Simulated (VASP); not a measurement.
# O: relaxation of cell and atoms with LDA

O:

```xyz
2
Lattice="0.0000 2.3957 2.3957 2.3957 0.0000 2.3957 2.3957 2.3957 0.0000" Properties=species:S:1:pos:R:3 pbc="T T T"
O    -0.5989   -0.5989   -0.5989
O     0.5989    0.5989    0.5989
```

```yaml
Program: VASP 6.6.1
Task: relaxation of cell and atoms
Functional: LDA
Potentials_or_basis: VASP PAW LDA potentials, release 64 (O)
Cutoff: 600 eV
k_mesh: 14 × 14 × 14
Occupations: fermi-dirac, width 0.08 eV
Spin: no spin polarisation
Dipole_correction: no
Further_INCAR_settings: ALGO = Normal; EDIFF = 1e-06; IBRION = 2; EDIFFG = -0.005; NSW = 60; ISIF = 3
```

The relaxed volume is 9.87 Å³/atom and the relaxed cell is a = 3.033 Å, b = 3.033 Å, c = 3.033 Å, α = 60.00°, β = 60.00°, γ = 60.00°. The space group after relaxing (to 0.05 Å) is Fd-3m (No. 227) and the energy gained by relaxing is 394.0 meV/atom. The ionic steps are 6 and the pressure after relaxing is 0.0 GPa. The band gap on the k mesh is zero (band 6 reaches 1.45 eV, above the bottom of band 7 at 0.25 eV).

The path:
```csv
step,energy change (eV),largest force (eV/Å),pressure (GPa),volume (Å³)
1,0.0000,0.0000,-23.79,27.50
2,-0.7841,0.0000,-3.04,20.15
3,-0.7880,0.0000,-0.18,19.75
4,-0.7877,0.0000,0.90,19.62
5,-0.7880,0.0000,-0.35,19.78
6,-0.7881,0.0000,-0.01,19.73
```

Final structure:
```yaml
crystal:
  lattice:
    - [0.00000, 2.14473, 2.14473]
    - [2.14473, 0.00000, 2.14473]
    - [2.14473, 2.14473, 0.00000]
  atoms:
    - { symbol: O, position: [0.87500, 0.87500, 0.87500] }
    - { symbol: O, position: [0.12500, 0.12500, 0.12500] }
```

Levels at points of the mesh, in eV from the Fermi level:
```tsv
k point	band 3	band 4	band 5	band 6	band 7	band 8	band 9	band 10
(0.00, 0.00, 0.00)	-4.15	-4.15	-4.15	-0.77	-0.77	-0.77	9.57	23.60
(0.50, 0.00, 0.00)	-5.41	-5.18	-5.18	0.43	0.43	1.36	13.06	15.82
(0.50, 0.50, 0.00)	-6.39	-6.39	-2.34	-2.34	1.90	1.90	13.01	13.01
```

Run time: 34 s on 1 thread of Intel(R) Xeon(R) 6975P-C (Granite Rapids), with other jobs on the host, peak memory 0.15 GiB.

Caveat: the volume moved by over 15 % at a fixed basis, so the end points are rough.
